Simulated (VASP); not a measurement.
# MgO (Fm-3m) in VASP: single point with r2SCAN

Aim: the single point of MgO with r2SCAN.

Everything below comes from runs of VASP 6.6.1. Logs are shortened: lines on timing, memory, paths and dates and some standing lists are left out, and cuts for length are marked.

**Measured values to compare with.**

From “Electronic structure of alkaline earth and post-transition metal oxides”, 2009, arxiv:0908.1581, for a bulk crystal of MgO: band gap 7.83 eV.

The results are compared with them further down.

## Step 1: The cell of the first run

Symmetry: Fm-3m, No. 225, cubic system. The conventional cell has a = 4.204 Å, b = 4.204 Å, c = 4.204 Å, α = 90.00°, β = 90.00°, γ = 90.00°. Within 2.8 Å of Mg (site symmetry m-3m) lie 6 O at 2.10 Å. Within 2.8 Å of O (site symmetry m-3m) lie 6 Mg at 2.10 Å.

## Step 2: Single point, r2SCAN

POSCAR reads:

```
MgO
1.0
    0.0000000000      2.1021680256      2.1021680256
    2.1021680256      0.0000000000      2.1021680256
    2.1021680256      2.1021680256      0.0000000000
Mg O
1 1
Direct
    0.0000000000      0.0000000000      0.0000000000
    0.5000000000      0.5000000000      0.5000000000
```

INCAR.step1 reads:

```
SYSTEM = MgO
ALGO = Normal
EDIFF = 1E-5
ENCUT = 920
GGA = PE
GGA_COMPAT = .False.
ISMEAR = 0
LASPH = .True.
LCHARG = .False.
LREAL = .False.
LWAVE = .True.
NBANDS = 15
NELM = 120
PREC = Accurate
SIGMA = 0.2
```

INCAR.step2 reads:

```
SYSTEM = MgO
ALGO = Normal
EDIFF = 1E-6
ENCUT = 920
GGA_COMPAT = .False.
ISIF = 2
ISMEAR = 0
ISTART = 1
LASPH = .True.
LCHARG = .False.
LMIXTAU = .True.
LREAL = .False.
LWAVE = .False.
METAGGA = R2SCAN
NBANDS = 15
NELM = 120
PREC = Accurate
SIGMA = 0.2
```

KPOINTS reads:

```
k-points
0
Gamma
  8 8 8
  0 0 0
```

Potentials or basis: VASP PAW PBE potentials, release 64 (Mg_sv, O).

The run is started by

```sh
cat potpaw_PBE.64/Mg_sv/POTCAR potpaw_PBE.64/O/POTCAR > POTCAR
cp INCAR.step1 INCAR
mpirun -np 1 vasp_std > vasp.out
cp INCAR.step2 INCAR
mpirun -np 1 vasp_std > vasp.out
```

OUTCAR:

```text
SYSTEM = MgO
   EDIFF = 1E-6
   ENCUT = 920
   ISIF = 2
   ISMEAR = 0
   ISTART = 1
   LASPH = .True.
   LREAL = .False.
   METAGGA = R2SCAN
   NELM = 120
   PREC = Accurate

 ion  position               nearest neighbor table
   1  0.000  0.000  0.000-   2 2.10   2 2.10   2 2.10   2 2.10   2 2.10   2 2.10
   2  0.500  0.500  0.500-   1 2.10   1 2.10   1 2.10   1 2.10   1 2.10   1 2.10

  LATTYP: Found a face centered cubic cell.
 ALAT       =     4.2043360512

  Lattice vectors:

 A1 = (   0.0000000000,   2.1021680256,   2.1021680256)
 A2 = (   2.1021680256,   0.0000000000,   2.1021680256)
 A3 = (   2.1021680256,   2.1021680256,   0.0000000000)

Analysis of symmetry for initial positions (statically):
=====================================================================
 Subroutine PRICEL returns:
 Original cell was already a primitive cell.

 Routine SETGRP: Setting up the symmetry group for a
 face centered cubic supercell.

 Subroutine GETGRP returns: Found 48 space group operations
 (whereof 48 operations were pure point group operations)
 out of a pool of 48 trial point group operations.

The static configuration has the point symmetry O_h .

Analysis of symmetry for dynamics (positions and initial velocities):
=====================================================================
 Subroutine PRICEL returns:
 Original cell was already a primitive cell.

 Routine SETGRP: Setting up the symmetry group for a
 face centered cubic supercell.

 Subroutine GETGRP returns: Found 48 space group operations
 (whereof 48 operations were pure point group operations)
 out of a pool of 48 trial point group operations.

The dynamic configuration has the point symmetry O_h .

 Subroutine INISYM returns: Found 48 space group operations
 (whereof 48 operations are pure point group operations),
 and found     1 'primitive' translations

----------------------------------------------------------------------------------------

                                     Primitive cell

  volume of cell :      18.5794

  direct lattice vectors                    reciprocal lattice vectors
     0.000000000  2.102168026  2.102168026    -0.237849684  0.237849684  0.237849684
     2.102168026  0.000000000  2.102168026     0.237849684 -0.237849684  0.237849684
     2.102168026  2.102168026  0.000000000     0.237849684  0.237849684 -0.237849684

  length of vectors
     2.972914532  2.972914532  2.972914532     0.411967737  0.411967737  0.411967737

  position of ions in fractional coordinates (direct lattice)
     0.000000000  0.000000000  0.000000000
     0.500000000  0.500000000  0.500000000

  ion indices of the primitive-cell ions
   primitive index   ion index
                 1           1
                 2           2

----------------------------------------------------------------------------------------

 KPOINTS: k-points

Automatic generation of k-mesh.
 Grid dimensions read from file:
 generate k-points for:    8    8    8

 Generating k-lattice:

  Cartesian coordinates                     Fractional coordinates (reciprocal lattice)
    -0.029731210  0.029731210  0.029731210     0.125000000  0.000000000  0.000000000
     0.029731210 -0.029731210  0.029731210     0.000000000  0.125000000  0.000000000
     0.029731210  0.029731210 -0.029731210     0.000000000  0.000000000  0.125000000

  Length of vectors
     0.051495967  0.051495967  0.051495967

  Shift w.r.t. Gamma in fractional coordinates (k-lattice)
     0.000000000  0.000000000  0.000000000

 Subroutine IBZKPT returns following result:
 ===========================================

 Found     29 irreducible k-points:

 Following reciprocal coordinates:
            Coordinates               Weight
  0.000000  0.000000  0.000000      1.000000
  0.125000  0.000000  0.000000      8.000000
  0.250000  0.000000  0.000000      8.000000
  0.375000  0.000000  0.000000      8.000000
  0.500000  0.000000  0.000000      4.000000
  0.125000  0.125000  0.000000      6.000000
[... 16 lines left out ...]
  0.500000  0.250000  0.125000     48.000000
 -0.375000  0.250000  0.125000     24.000000
 [... further k-points ...]
   k-points           NKPTS =     29   k-points in BZ     NKDIM =     29   number of bands    NBANDS=     15
   number of dos      NEDOS =    301   number of ions     NIONS =      2
   total plane-waves  NPLWV =  27000
   dimension x,y,z NGX =    30 NGY =   30 NGZ =   30
   dimension x,y,z NGXF=    60 NGYF=   60 NGZF=   60
   ions per type =               1   1
   NGX,Y,Z   is equivalent  to a cutoff of  16.78, 16.78, 16.78 a.u.
   NGXF,Y,Z  is equivalent  to a cutoff of  33.55, 33.55, 33.55 a.u.
 SYSTEM =  MgO
   PREC   = accura    normal or accurate (medium, high low for compatibility)
   ISTART =      1    job   : 0-new  1-cont  2-samecut
   ICHARG =      0    charge: 1-file 2-atom 10-const
   ISPIN  =      1    spin polarized calculation?
   LNONCOLLINEAR =      F non collinear calculations
   LSORBIT =      F    spin-orbit coupling
   LASPH  =      T    aspherical Exc in radial PAW
   ENCUT  =  920.0 eV  67.62 Ry    8.22 a.u.   7.35  7.35  7.35*2*pi/ulx,y,z
   NELM   =    120;   NELMIN=  2; NELMDL=  0     # of ELM steps
   EDIFF  = 0.1E-05   stopping-criterion for ELM
   LREAL  =      F    real-space projection
   EDIFFG = 0.1E-04   stopping-criterion for IOM
   NSW    =      0    number of steps for IOM
   IBRION =     -1    ionic relax: 0-MD 1-quasi-New 2-CG
   NFREE  =      0    steps in history (QN), initial steepest desc. (CG)
   ISIF   =      2    stress and relaxation
   ISYM   =      2    0-nonsym 1-usesym 2-fastsym
   POTIM  = 0.5000    time-step for ionic-motion
   TEBEG  =    0.0;   TEEND  =   0.0 temperature during run
   PSTRESS=    0.0 pullay stress
   NELECT =      16.0000    total number of electrons
   NUPDOWN=      -1.0000    fix difference up-down
   EMIN   =  10.00;   EMAX   =-10.00  energy-range for DOS
   EFERMI =   0.00;   METHOD = LEGACY
   ISMEAR =     0;   SIGMA  =   0.20  broadening in eV -4-tet -1-fermi 0-gaus
   EFERMI_NEDOS =   21; number of points for ismear=-14 and -15
   IALGO  =     38    algorithm
   IMIX   =      4    mixing-type and parameters
     AMIX     =   0.40;   BMIX     =  1.00
     AMIX_MAG =   1.60;   BMIX_MAG =  1.00
  volume/ion in A,a.u.               =       9.29        62.69
  Fermi-wavevector in a.u.,A,eV,Ry     =   1.557534  2.943312 33.006518  2.425911
  Thomas-Fermi vector in A             =   2.661170
   LORBIT       =      0    0 simple, 1 ext, 2 COOP (PROOUT), +10 PAW based schemes
   METAGGA = R2SCAN    functional components
   LHFCALC =     F    Hartree Fock is set to
   AEXX    =    0.0000 exact exchange contribution
   IVDW    =     0    specifies the selected vdW correction
   LEPSILON=     F    determine dielectric tensor
   LRPA    =     F    only Hartree local field effects (RPA)
 non-spin polarized calculation
 Gauss-broadening in eV      SIGMA  =   0.20
  energy-cutoff  :      920.00
  volume of cell :       18.58
 maximum number of plane-waves:      1243
 NGX is ok and might be reduce to    30
   NGX = 15   NGY = 15   NGZ = 15

 number of electron      15.9999999 magnetization

 Free energy of the ion-electron system (eV)
  ---------------------------------------------------
  ext. energy  EPLUGINS =         0.00000000
  ---------------------------------------------------
  free energy    TOTEN  =       -16.15464334 eV

  energy without entropy =      -16.15464334  energy(sigma->0) =      -16.15464334

 E-fermi :   3.6348     XC(G=0): -12.0718

 val. band max:        2.5442046459   @ k =   0.0000   0.0000   0.0000
 cond. band min:       8.2453895040   @ k =   0.0000   0.0000   0.0000
 fundamental gap:      5.7011848581
 Fermi energy:         3.6347646123

 k-point     1 :       0.0000    0.0000    0.0000
  band No.  band energies     occupation
      1     -72.4067      2.00000
      2     -37.4925      2.00000
      3     -37.4925      2.00000
      4     -37.4925      2.00000
      5     -15.6710      2.00000
      6       2.5442      2.00000
      7       2.5442      2.00000
      8       2.5442      2.00000
      9       8.2454      0.00000
     10      19.4390      0.00000
     11      19.4390      0.00000
     12      19.4390      0.00000
     13      23.5609      0.00000
     14      25.3989      0.00000
     15      25.3989      0.00000

 k-point     2 :       0.1250    0.0000    0.0000
  band No.  band energies     occupation
      1     -72.4053      2.00000
      2     -37.5055      2.00000
      3     -37.4938      2.00000
      4     -37.4938      2.00000
      5     -15.5046      2.00000
      6       1.6197      2.00000
      7       2.4371      2.00000
      8       2.4371      2.00000
      9       9.1432      0.00000
     10      17.7581      0.00000
     11      19.8232      0.00000
     12      19.8232      0.00000
     13      24.4802      0.00000
     14      24.4802      0.00000
     15      25.8517      0.00000

 k-point     3 :       0.2500    0.0000    0.0000
  band No.  band energies     occupation
      1     -72.4022      2.00000
      2     -37.5364      2.00000
      3     -37.4967      2.00000
      4     -37.4967      2.00000
      5     -15.0753      2.00000
      6      -0.0939      2.00000
      7       2.1897      2.00000
      8       2.1897      2.00000
      9      10.6179      0.00000
     10      16.2361      0.00000
     11      20.3928      0.00000
     12      20.3928      0.00000
     13      24.0884      0.00000
     14      24.0884      0.00000
     15      26.2533      0.00000

 k-point     4 :       0.3750    0.0000    0.0000
  band No.  band energies     occupation
      1     -72.3993      2.00000
      2     -37.5671      2.00000
      3     -37.4996      2.00000
      4     -37.4996      2.00000
      5     -14.5969      2.00000
      6      -1.5222      2.00000
      7       1.9565      2.00000
      8       1.9565      2.00000
      9      11.3285      0.00000
     10      16.1503      0.00000
     11      20.2731      0.00000
     12      20.2731      0.00000
     13      25.4600      0.00000
     14      25.4755      0.00000
     15      25.4755      0.00000
[... 307 lines left out ...]
 k-point    22 :       0.3750    0.2500    0.1250
  band No.  band energies     occupation
      1     -72.4001      2.00000
      2     -37.5422      2.00000
      3     -37.5120      2.00000
      4     -37.5012      2.00000
      5     -14.7784      2.00000
      6      -0.4609      2.00000
      7       1.3839      2.00000
      8       1.9113      2.00000
      9      12.0797      0.00000
     10      15.0621      0.00000
     11      18.9539      0.00000
     12      21.4698      0.00000
     13      21.9270      0.00000
     14      26.4786      0.00000
     15      30.1420      0.00000

 k-point    23 :       0.5000    0.2500    0.1250
  band No.  band energies     occupation
      1     -72.3977      2.00000
      2     -37.5583      2.00000
      3     -37.5198      2.00000
      4     -37.5055      2.00000
      5     -14.4097      2.00000
      6      -1.1623      2.00000
      7       0.8080      2.00000
      8       1.6536      2.00000
      9      13.0862      0.00000
     10      15.3131      0.00000
     11      17.7839      0.00000
     12      21.0687      0.00000
     13      23.5948      0.00000
     14      26.4777      0.00000
     15      30.3350      0.00000

 k-point    24 :      -0.3750    0.2500    0.1250
  band No.  band energies     occupation
      1     -72.3967      2.00000
      2     -37.5653      2.00000
      3     -37.5218      2.00000
      4     -37.5081      2.00000
      5     -14.2472      2.00000
      6      -1.4585      2.00000
      7       0.5996      2.00000
      8       1.5324      2.00000
      9      13.2364      0.00000
     10      15.9580      0.00000
     11      17.3426      0.00000
     12      20.8096      0.00000
     13      24.4325      0.00000
     14      26.1881      0.00000
     15      30.4701      0.00000

 [... further k-points ...]

------------------------ aborting loop because EDIFF is reached ----------------------------------------

  FORCE on cell =-STRESS in cart. coord.  units (eV):
  Direction    XX          YY          ZZ          XY          YZ          ZX
  --------------------------------------------------------------------------------------
  -------------------------------------------------------------------------------------
  Total        0.0577183      0.0577183      0.0577183      0.0000000     -0.0000000      0.0000000
  in kB        4.9772739      4.9772739      4.9772739      0.0000000     -0.0000000      0.0000000
  external PRESSURE =       4.9772739 kB  Pullay stress =       0.0000000 kB

 VOLUME and BASIS-vectors are now :
 -----------------------------------------------------------------------------
  energy-cutoff  :      920.00
  volume of cell :       18.58
      direct lattice vectors                 reciprocal lattice vectors
     0.000000000  2.102168026  2.102168026    -0.237849684  0.237849684  0.237849684
     2.102168026  0.000000000  2.102168026     0.237849684 -0.237849684  0.237849684
     2.102168026  2.102168026  0.000000000     0.237849684  0.237849684 -0.237849684

 POSITION                                       TOTAL-FORCE (eV/Angst)
 -----------------------------------------------------------------------------------
      0.00000      0.00000      0.00000        -0.000000     -0.000000     -0.000000
      2.10217      2.10217      2.10217         0.000000      0.000000      0.000000
 -----------------------------------------------------------------------------------
    total drift:                                0.000000      0.000000      0.000000

  FREE ENERGIE OF THE ION-ELECTRON SYSTEM (eV)
  ---------------------------------------------------
  free  energy   TOTEN  =       -16.1546433450 eV

  energy  without entropy=      -16.1546433450  energy(sigma->0) =      -16.15464334
```

Wall time 54 s (1 thread of Intel Xeon Platinum 8488C (Sapphire Rapids), shared host); peak memory 0.18 GiB.

Results:

| Property | Result |
| --- | --- |
| Free energy | -16.1546 eV |
| Pressure | 0.5 GPa |
| Band gap on the k mesh | 5.70 eV |

Caveat: the PAW data sets were made with another functional, which shifts forces and pressure a little.

## Step 3: Against experiment

Step 2. A measured gap of MgO is 7.83 eV (quoted in “Electronic structure of alkaline earth and post-transition metal oxides”, 2009, arxiv:0908.1581); the calculated 5.70 eV misses it by -2.13 eV. The value is that of r2SCAN, without temperature or zero-point motion.
